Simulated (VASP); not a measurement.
CsTa2S4: single point with PBE+D3(BJ)

CsTa2S4:

```xyz
7
Lattice="3.3140 0.0000 0.0000 -1.6570 2.8700 0.0000 0.0000 0.0000 14.0856" Properties=species:S:1:pos:R:3 pbc="T T T"
Cs    0.0000    1.9133    0.0000
Ta    0.0000    0.0000   10.0859
Ta    0.0000    0.0000    3.9997
S     1.6570    0.9567    8.5278
S     1.6570    0.9567   11.6440
S     1.6570    0.9567    2.4416
S     1.6570    0.9567    5.5578
```

```yaml
Program: VASP 6.6.1
Task: single point
Functional: PBE
Dispersion: D3(BJ)
Potentials_or_basis: VASP PAW PBE potentials, release 64 (Cs_sv, Ta_pv, S)
Cutoff: 520 eV
k_mesh: 6 × 6 × 2
Occupations: gaussian, width 0.1 eV
Spin: collinear spin
Starting_moments: "[0.0, 1.0, 1.0, 0.0, 0.0, 0.0, 0.0] μB"
```

```yaml
Pressure: 7.3 GPa
Largest_force: 0.603 eV/Å
Net_moment: 0.00 μB per cell
Valence_electrons_inside_the_program's_atomic_spheres: Cs 6.70; Ta 8.86; S 3.73, 3.82 (each value once)
Dispersion_energy_per_atom: -0.435 eV
```

Forces on the atoms (eV/Å):
```
Cs   0.000  0.000  0.000
Ta   0.000  0.000 -0.564
Ta   0.000  0.000  0.564
S    0.000  0.000  0.603
S    0.000  0.000 -0.514
S    0.000  0.000  0.514
S    0.000  0.000 -0.603
```

Stress tensor (GPa, compression positive):
```
7.91 0.00 0.00
0.00 7.91 0.00
0.00 0.00 5.99
```

Levels at points of the mesh, in eV from the Fermi level:
Spin up:
```tsv
k point	band 25	band 26	band 27	band 28	band 29	band 30	band 31	band 32
(0.00, 0.00, 0.00)	-1.62	-0.95	0.23	1.42	2.05	2.55	2.55	2.64
(0.50, 0.00, 0.00)	-1.76	-1.67	-0.97	-0.15	1.01	2.39	3.52	3.57
(0.00, 0.00, 0.50)	-1.62	-1.62	0.59	1.25	2.10	2.57	2.57	2.62
(0.50, 0.00, 0.50)	-1.84	-1.59	-0.78	-0.22	1.02	2.36	3.52	3.63
```
Spin down:
```tsv
k point	band 26	band 27	band 28	band 29	band 30	band 31
(0.00, 0.00, 0.00)	-0.95	0.23	1.42	2.05	2.54	2.54
(0.50, 0.00, 0.00)	-1.67	-0.97	-0.15	1.01	2.39	3.52
(0.00, 0.00, 0.50)	-1.62	0.59	1.25	2.10	2.57	2.57
(0.50, 0.00, 0.50)	-1.59	-0.78	-0.22	1.02	2.36	3.52
```

Run time: 3 min on 1 thread of Intel(R) Xeon(R) 6975P-C (Granite Rapids) (shared host), peak memory 0.41 GiB.

Caveat: the k points lie up to 0.36 Å⁻¹ apart; spin-orbit coupling is left out, which moves the levels of the heavy elements.
